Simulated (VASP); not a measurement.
Input of a VASP 6.6.1 run:

The input INCAR:

```
SYSTEM = BaS
ALGO = Normal
EDIFF = 1E-7
ENCUT = 520
GGA = PS
ISIF = 2
ISMEAR = 0
LASPH = .TRUE.
LCHARG = .FALSE.
LREAL = .FALSE.
LWAVE = .FALSE.
NBANDS = 15
NELM = 80
PREC = Accurate
SIGMA = 0.05
```

KPOINTS

```
k-points
0
G
  10 10 8
  0 0 0
```

Contents of POSCAR:

```
BaS
1.0
    4.3652937922      0.0000000000      0.0000000000
   -2.1826468961      3.7804553190      0.0000000000
    0.0000000000      0.0000000000      3.9780699241
Ba S
1 1
Direct
    0.0000000000      0.0000000000      0.0000000000
    0.6666666667      0.3333333333      0.5000000000
```

Potentials or basis: VASP PAW PBE potentials, release 64 (Ba_sv, S).

The run is started by

```console
$ cat potpaw_PBE.64/Ba_sv/POTCAR potpaw_PBE.64/S/POTCAR > POTCAR
$ mpirun -np 1 vasp_std > vasp.out
```

(1) Predict the band gap on the k mesh.

(2) Predict the pressure.

Results:

(1) 1.85 eV.

(2) -1.3 GPa.

Caveat: the PAW data sets were made with another functional, which shifts forces and pressure a little; spin-orbit coupling is left out, which moves the levels of the heavy elements.
